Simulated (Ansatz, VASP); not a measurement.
# One calculation of Ti3Al, two programs

INCAR

```
PREC = Accurate
ENCUT = 520
EDIFF = 1E-7
ISMEAR = 0
SIGMA = 0.15
LREAL = False
LASPH = True
NELM = 100
ALGO = Fast
ISIF = 2
LWAVE = False
LCHARG = False
GGA = PS
NBANDS = 28
```

The input KPOINTS:

```
Automatic mesh
0
Gamma
  18 18 6
```

POSCAR

```
Ti3Al
1.0
    2.7958493943      0.0000000000      0.0000000000
   -1.3979246971      2.4212766006      0.0000000000
    0.0000000000      0.0000000000     10.5850858066
Ti Al
3 1
Direct
    0.6666666667      0.3333333333      0.0000000000
    0.3333333333      0.6666666667      0.7511732072
    0.3333333333      0.6666666667      0.2488267928
    0.6666666667      0.3333333333      0.5000000000
```

Input for Ansatz:

```yaml
crystal:
  lattice:
    - [2.7958493943, 0.0, 0.0]
    - [-1.3979246971, 2.4212766006, 0.0]
    - [0.0, 0.0, 10.5850858066]
  atoms:
    - { symbol: Ti, position: [0.6666666667, 0.3333333333, 0.0] }
    - { symbol: Ti, position: [0.3333333333, 0.6666666667, 0.7511732072] }
    - { symbol: Ti, position: [0.3333333333, 0.6666666667, 0.2488267928] }
    - { symbol: Al, position: [0.6666666667, 0.3333333333, 0.5] }
basis:
  ecutwfc: 520.0
kpoints:
  mp_grid: { grid: [18, 18, 6] }
hamiltonian:
  xc: pbesol
  pseudopotentials: { kind: paw, azcp: { folder: soft_1 } }
scf:
  occupations: { method: gaussian, width: 0.15 }
output:
  forces: true
  stress: true
  eigenvalues: true
```

Alike in both runs: task single point; functional PBEsol; k mesh 18 × 18 × 6; occupations gaussian, width 0.15 eV; no spin polarisation.

|  | VASP | Ansatz |
| --- | --- | --- |
| version | VASP 6.6.1 | Ansatz 0.2.0 |
| potentials or method | VASP PAW PBE potentials, release 64 (Ti_sv, Al), cutoff 520 eV | scalar-relativistic, plane waves, PAW |
| valence electrons in the cell | 39 | 39 |

Ansatz gave:

```
gap on the k mesh at the Fermi level (eV)                     : none
pressure (GPa)                                                : -7.2
traceless stress, the component that is largest in VASP (GPa) : -11.44
rms of the force components (eV/Å)                            : 0.151
```

Problem. Estimate VASP's values.

Solution. gap on the k mesh at the Fermi level (eV): none; pressure (GPa): -7.3; traceless stress, the component that is largest in VASP (GPa): -11.32; rms of the force components (eV/Å): 0.149.

VASP's potentials were made for PBE, not for PBEsol, and Ansatz warns of the same on its side. Atom by atom the forces differ by 0.002 eV/Å (rms over components). A gap of «none» marks a metal or a gap that the smearing closes. With one functional, cell and mesh, what is left measures potentials, basis and numerics.
